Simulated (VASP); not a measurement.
# BiTe (R-3m) in VASP: relaxation of cell and atoms with r2SCAN

Aim: the relaxation of cell and atoms of BiTe with r2SCAN.

Everything below comes from runs of VASP 6.6.1. Logs are shortened: lines on timing, memory, paths and dates and some standing lists are left out, and cuts for length are marked.

**1. The cell of the first run**

It takes space group R-3m (No. 166, trigonal). Conventional cell: a = 4.845 Å, b = 4.845 Å, c = 9.952 Å, α = 90.00°, β = 90.00°, γ = 120.00°. Bi (site symmetry -3m) has 6 Te at 3.25 Å and 6 Bi at 4.34 Å within 4.4 Å. Te (site symmetry -3m) has 6 Bi at 3.25 Å and 6 Te at 4.34 Å within 4.4 Å.

**2. Relaxation of cell and atoms, r2SCAN**

Input file POSCAR:

```
BiTe
1.0
    2.4227077728      1.3987509848      3.3172919545
   -2.4227077728      1.3987509848      3.3172919545
    0.0000000000     -2.7975019696      3.3172919545
Bi Te
1 1
Direct
    0.5000000000      0.5000000000      0.5000000000
    0.0000000000      0.0000000000      0.0000000000
```

Input file INCAR.step1:

```
PREC = Accurate
ENCUT = 600
ISMEAR = 0
SIGMA = 0.1
LREAL = F
LASPH = T
NELM = 80
GGA = PE
ALGO = Normal
EDIFF = 1E-4
LWAVE = T
LCHARG = F
```

Input file INCAR.step2:

```
PREC = Accurate
ENCUT = 600
EDIFF = 1E-7
ISMEAR = 0
SIGMA = 0.1
LREAL = F
LASPH = T
NELM = 80
ALGO = Normal
ISIF = 3
LWAVE = F
LCHARG = F
METAGGA = R2SCAN
LMIXTAU = T
IBRION = 2
NSW = 100
EDIFFG = -0.005
ISTART = 1
```

Input file KPOINTS:

```
Automatic mesh
0
Gamma
  12 12 12
```

Potentials or basis: VASP PAW PBE potentials, release 64 (Bi_d, Te).

Command:

```sh
> cat potpaw_PBE.64/Bi_d/POTCAR potpaw_PBE.64/Te/POTCAR > POTCAR
> cp INCAR.step1 INCAR
> mpirun -np 1 vasp_std > vasp.out
> cp INCAR.step2 INCAR
> mpirun -np 1 vasp_std > vasp.out
```

OUTCAR:

```text
PREC = Accurate
   ENCUT = 600
   EDIFF = 1E-7
   ISMEAR = 0
   LREAL = F
   LASPH = T
   NELM = 80
   ISIF = 3
   METAGGA = R2SCAN
   IBRION = 2
   NSW = 100
   EDIFFG = -0.005
   ISTART = 1

 ion  position               nearest neighbor table
   1  0.500  0.500  0.500-   2 3.25   2 3.25   2 3.25   2 3.25   2 3.25   2 3.25
   2  0.000  0.000  0.000-   1 3.25   1 3.25   1 3.25   1 3.25   1 3.25   1 3.25

  LATTYP: Found a trigonal (rhomboedric) cell.
 ALAT       =     4.3394058558
 COS(alpha) =     0.3765932224

  Lattice vectors:

 A1 = (   2.4227077728,   1.3987509848,   3.3172919545)
 A2 = (  -2.4227077728,   1.3987509848,   3.3172919545)
 A3 = (   0.0000000000,  -2.7975019696,   3.3172919545)

Analysis of symmetry for initial positions (statically):
=====================================================================
 Subroutine PRICEL returns:
 Original cell was already a primitive cell.

 Routine SETGRP: Setting up the symmetry group for a
 trigonal (rhombohedral) supercell.

 Subroutine GETGRP returns: Found 12 space group operations
 (whereof 12 operations were pure point group operations)
 out of a pool of 12 trial point group operations.

The static configuration has the point symmetry D_3d.

Analysis of symmetry for dynamics (positions and initial velocities):
=====================================================================
 Subroutine PRICEL returns:
 Original cell was already a primitive cell.

 Routine SETGRP: Setting up the symmetry group for a
 trigonal (rhombohedral) supercell.

 Subroutine GETGRP returns: Found 12 space group operations
 (whereof 12 operations were pure point group operations)
 out of a pool of 12 trial point group operations.

The dynamic configuration has the point symmetry D_3d.

 Subroutine INISYM returns: Found 12 space group operations
 (whereof 12 operations are pure point group operations),
 and found     1 'primitive' translations

----------------------------------------------------------------------------------------

                                     Primitive cell

  volume of cell :      67.4491

  direct lattice vectors                    reciprocal lattice vectors
     2.422707773  1.398750985  3.317291954     0.206380648  0.119153923  0.100483568
    -2.422707773  1.398750985  3.317291954    -0.206380648  0.119153923  0.100483568
     0.000000000 -2.797501970  3.317291954     0.000000000 -0.238307845  0.100483568

  length of vectors
     4.339405856  4.339405856  4.339405856     0.258626326  0.258626326  0.258626326

  position of ions in fractional coordinates (direct lattice)
     0.500000000  0.500000000  0.500000000
     0.000000000  0.000000000  0.000000000

  ion indices of the primitive-cell ions
   primitive index   ion index
                 1           1
                 2           2

----------------------------------------------------------------------------------------

 KPOINTS: Automatic mesh

Automatic generation of k-mesh.
 Grid dimensions read from file:
 generate k-points for:   12   12   12

 Generating k-lattice:

  Cartesian coordinates                     Fractional coordinates (reciprocal lattice)
     0.017198387  0.009929494  0.008373631     0.083333333 -0.000000000  0.000000000
    -0.017198387  0.009929494  0.008373631    -0.000000000  0.083333333  0.000000000
     0.000000000 -0.019858987  0.008373631     0.000000000  0.000000000  0.083333333

  Length of vectors
     0.021552194  0.021552194  0.021552194

  Shift w.r.t. Gamma in fractional coordinates (k-lattice)
     0.000000000  0.000000000  0.000000000

 Subroutine IBZKPT returns following result:
 ===========================================

 Found    189 irreducible k-points:

 Following reciprocal coordinates:
            Coordinates               Weight
  0.000000  0.000000  0.000000      1.000000
  0.083333 -0.000000  0.000000      6.000000
  0.166667 -0.000000  0.000000      6.000000
  0.250000 -0.000000  0.000000      6.000000
  0.333333 -0.000000  0.000000      6.000000
  0.416667 -0.000000  0.000000      6.000000
[... 16 lines left out ...]
  0.500000  0.166667 -0.000000     12.000000
 -0.416667  0.166667 -0.000000     12.000000
 [... further k-points ...]
   k-points           NKPTS =    189   k-points in BZ     NKDIM =    189   number of bands    NBANDS=     14
   number of dos      NEDOS =    301   number of ions     NIONS =      2
   total plane-waves  NPLWV =  46656
   dimension x,y,z NGX =    36 NGY =   36 NGZ =   36
   dimension x,y,z NGXF=    72 NGYF=   72 NGZF=   72
   ions per type =               1   1
   NGX,Y,Z   is equivalent  to a cutoff of  13.79, 13.79, 13.79 a.u.
   NGXF,Y,Z  is equivalent  to a cutoff of  27.58, 27.58, 27.58 a.u.
 SYSTEM =  unknown system
   PREC   = accura    normal or accurate (medium, high low for compatibility)
   ISTART =      1    job   : 0-new  1-cont  2-samecut
   ICHARG =      0    charge: 1-file 2-atom 10-const
   ISPIN  =      1    spin polarized calculation?
   LNONCOLLINEAR =      F non collinear calculations
   LSORBIT =      F    spin-orbit coupling
   LASPH  =      T    aspherical Exc in radial PAW
   ENCUT  =  600.0 eV  44.10 Ry    6.64 a.u.   8.67  8.67  8.67*2*pi/ulx,y,z
   NELM   =     80;   NELMIN=  2; NELMDL=  0     # of ELM steps
   EDIFF  = 0.1E-06   stopping-criterion for ELM
   LREAL  =      F    real-space projection
   EDIFFG = -.5E-02   stopping-criterion for IOM
   NSW    =    100    number of steps for IOM
   IBRION =      2    ionic relax: 0-MD 1-quasi-New 2-CG
   NFREE  =      1    steps in history (QN), initial steepest desc. (CG)
   ISIF   =      3    stress and relaxation
   ISYM   =      2    0-nonsym 1-usesym 2-fastsym
   POTIM  = 0.5000    time-step for ionic-motion
   TEBEG  =    0.0;   TEEND  =   0.0 temperature during run
   PSTRESS=    0.0 pullay stress
   NELECT =      21.0000    total number of electrons
   NUPDOWN=      -1.0000    fix difference up-down
   EMIN   =  10.00;   EMAX   =-10.00  energy-range for DOS
   EFERMI =   0.00;   METHOD = LEGACY
   ISMEAR =     0;   SIGMA  =   0.10  broadening in eV -4-tet -1-fermi 0-gaus
   EFERMI_NEDOS =   21; number of points for ismear=-14 and -15
   IALGO  =     38    algorithm
   IMIX   =      4    mixing-type and parameters
     AMIX     =   0.40;   BMIX     =  1.00
     AMIX_MAG =   1.60;   BMIX_MAG =  1.00
  volume/ion in A,a.u.               =      33.72       227.58
  Fermi-wavevector in a.u.,A,eV,Ry     =   1.109573  2.096789 16.750837  1.231152
  Thomas-Fermi vector in A             =   2.246114
   LORBIT       =      0    0 simple, 1 ext, 2 COOP (PROOUT), +10 PAW based schemes
   METAGGA = R2SCAN    functional components
   LHFCALC =     F    Hartree Fock is set to
   AEXX    =    0.0000 exact exchange contribution
   IVDW    =     0    specifies the selected vdW correction
   LEPSILON=     F    determine dielectric tensor
   LRPA    =     F    only Hartree local field effects (RPA)
 conjugate gradient relaxation of ions
 non-spin polarized calculation
 Gauss-broadening in eV      SIGMA  =   0.10
  energy-cutoff  :      600.00
  volume of cell :       67.45
 maximum number of plane-waves:      2274
   NGX = 17   NGY = 17   NGZ = 17

--------------------------------------- Ionic step        1  -------------------------------------------

 number of electron      21.0000005 magnetization

 Free energy of the ion-electron system (eV)
  ---------------------------------------------------
  ext. energy  EPLUGINS =         0.00000000
  ---------------------------------------------------
  free energy    TOTEN  =       -84.03755431 eV

  energy without entropy =      -84.03123626  energy(sigma->0) =      -84.03439529

------------------------ aborting loop because EDIFF is reached ----------------------------------------

  FORCE on cell =-STRESS in cart. coord.  units (eV):
  Direction    XX          YY          ZZ          XY          YZ          ZX
  --------------------------------------------------------------------------------------
  -------------------------------------------------------------------------------------
  Total       -0.3649375     -0.3649375     -0.2902344     -0.0000000      0.0000000      0.0000000
  in kB       -8.6686744     -8.6686744     -6.8941880     -0.0000000      0.0000000      0.0000000
  external PRESSURE =      -8.0771789 kB  Pullay stress =       0.0000000 kB

 VOLUME and BASIS-vectors are now :
 -----------------------------------------------------------------------------
  energy-cutoff  :      600.00
  volume of cell :       67.45
      direct lattice vectors                 reciprocal lattice vectors
     2.422707773  1.398750985  3.317291954     0.206380648  0.119153923  0.100483568
    -2.422707773  1.398750985  3.317291954    -0.206380648  0.119153923  0.100483568
     0.000000000 -2.797501970  3.317291954     0.000000000 -0.238307845  0.100483568
[... 253 lines left out ...]
 POSITION                                       TOTAL-FORCE (eV/Angst)
 -----------------------------------------------------------------------------------
      0.00000      0.00000      4.94410         0.000000      0.000000      0.000000
      0.00000      0.00000      0.00000        -0.000000     -0.000000     -0.000000
 -----------------------------------------------------------------------------------
    total drift:                               -0.000000     -0.000000      0.000000

  FREE ENERGIE OF THE ION-ELECTRON SYSTEM (eV)
  ---------------------------------------------------
  free  energy   TOTEN  =       -84.0403001992 eV

  energy  without entropy=      -84.0343002830  energy(sigma->0) =      -84.03730024

--------------------------------------- Ionic step        9  -------------------------------------------

 number of electron      21.0000003 magnetization

 Free energy of the ion-electron system (eV)
  ---------------------------------------------------
  ext. energy  EPLUGINS =         0.00000000
  ---------------------------------------------------
  free energy    TOTEN  =       -84.04030264 eV

  energy without entropy =      -84.03432802  energy(sigma->0) =      -84.03731533

 E-fermi :   6.8202     XC(G=0): -10.1143

 val. band max:        6.8200454054   @ k =  -0.0833   0.1667   0.0833
 cond. band min:       6.8380198923   @ k =  -0.2500   0.2500   0.0000
 fundamental gap:      0.0179744868
 Fermi energy:         6.8202311725

 k-point     1 :       0.0000    0.0000    0.0000
  band No.  band energies     occupation
      1     -17.1863      2.00000
      2     -17.1863      2.00000
      3     -17.1703      2.00000
      4     -17.1703      2.00000
      5     -17.1506      2.00000
      6      -7.4102      2.00000
      7      -1.6068      2.00000
      8       3.5785      2.00000
      9       3.5785      2.00000
     10       4.9622      2.00000
     11       8.7422      0.00000
     12       9.5086      0.00000
     13       9.5086      0.00000
     14      11.1849      0.00000

 k-point     2 :       0.0833   -0.0000    0.0000
  band No.  band energies     occupation
      1     -17.1863      2.00000
      2     -17.1862      2.00000
      3     -17.1707      2.00000
      4     -17.1697      2.00000
      5     -17.1505      2.00000
      6      -7.3464      2.00000
      7      -1.7934      2.00000
      8       3.6222      2.00000
      9       3.7063      2.00000
     10       4.9324      2.00000
[... 362 lines left out ...]
 k-point    24 :      -0.4167    0.1667   -0.0000
  band No.  band energies     occupation
      1     -17.1883      2.00000
      2     -17.1866      2.00000
      3     -17.1733      2.00000
      4     -17.1618      2.00000
      5     -17.1467      2.00000
      6      -5.3452      2.00000
      7      -4.8347      2.00000
      8       2.6813      2.00000
      9       4.3280      2.00000
     10       4.8319      2.00000
     11       6.8195      1.00795
     12       7.8521      0.00000
     13       8.7366      0.00000
     14      12.5090      0.00000

 [... further k-points ...]
[... 5 lines left out ...]
  --------------------------------------------------------------------------------------
  -------------------------------------------------------------------------------------
  Total       -0.0094698     -0.0094698     -0.0080707      0.0000000      0.0000000      0.0000000
  in kB       -0.2285505     -0.2285505     -0.1947840      0.0000000      0.0000000      0.0000000
  external PRESSURE =      -0.2172950 kB  Pullay stress =       0.0000000 kB

 VOLUME and BASIS-vectors are now :
 -----------------------------------------------------------------------------
  energy-cutoff  :      600.00
  volume of cell :       66.38
      direct lattice vectors                 reciprocal lattice vectors
     2.411824354  1.392467440  3.294484332     0.207311946  0.119691608  0.101179213
    -2.411824354  1.392467440  3.294484332    -0.207311946  0.119691608  0.101179213
     0.000000000 -2.784934880  3.294484332     0.000000000 -0.239383216  0.101179213

 POSITION                                       TOTAL-FORCE (eV/Angst)
 -----------------------------------------------------------------------------------
      0.00000      0.00000      4.94173        -0.000000      0.000000      0.000000
      0.00000      0.00000      9.88345         0.000000     -0.000000      0.000000
 -----------------------------------------------------------------------------------
    total drift:                               -0.000000     -0.000000      0.000000

  FREE ENERGIE OF THE ION-ELECTRON SYSTEM (eV)
  ---------------------------------------------------
  free  energy   TOTEN  =       -84.0403026432 eV

  energy  without entropy=      -84.0343280201  energy(sigma->0) =      -84.03731533

 reached required accuracy - stopping structural energy minimisation
```

Wall time 1.6 h (1 thread of Oxide Virtual Turin-like, shared host); peak memory 0.4 GiB.

Results:

* Free energy: -84.0403 eV
* Relaxed volume: 33.19 Å³/atom
* Relaxed cell: a = 4.314 Å, b = 4.314 Å, c = 4.314 Å, α = 67.99°, β = 67.99°, γ = 67.99°
* Space group after relaxing (to 0.1 Å): R-3m (No. 166)
* Energy gained by relaxing: 1.4 meV/atom
* Ionic steps: 9
* Pressure after relaxing: 0.0 GPa
* Band gap on the k mesh: zero (an odd number of electrons rules out a gap without spin polarisation)

The path:
```tsv
step	energy change (eV)	largest force (eV/Å)	pressure (GPa)	volume (Å³)
1	0.0000	0.0000	-0.81	67.45
2	-0.0018	0.0000	0.50	65.80
3	-0.0027	0.0000	0.00	66.40
4	-0.0027	0.0000	0.00	66.42
5	-0.0020	0.0000	-0.42	66.93
6	-0.0027	0.0000	-0.03	66.44
7	-0.0027	0.0000	-0.03	66.43
8	-0.0027	0.0000	-0.02	66.40
9	-0.0027	0.0000	-0.02	66.38
```

Final structure:
```xyz
2
Lattice="2.4118 1.3925 3.2945 -2.4118 1.3925 3.2945 0.0000 -2.7849 3.2945" Properties=species:S:1:pos:R:3 pbc="T T T"
Bi    0.0000    0.0000    4.9417
Te    0.0000    0.0000    9.8835
```

Caveat: the PAW data sets were made with another functional, which shifts forces and pressure a little; spin-orbit coupling is left out, which moves the levels of the heavy elements.
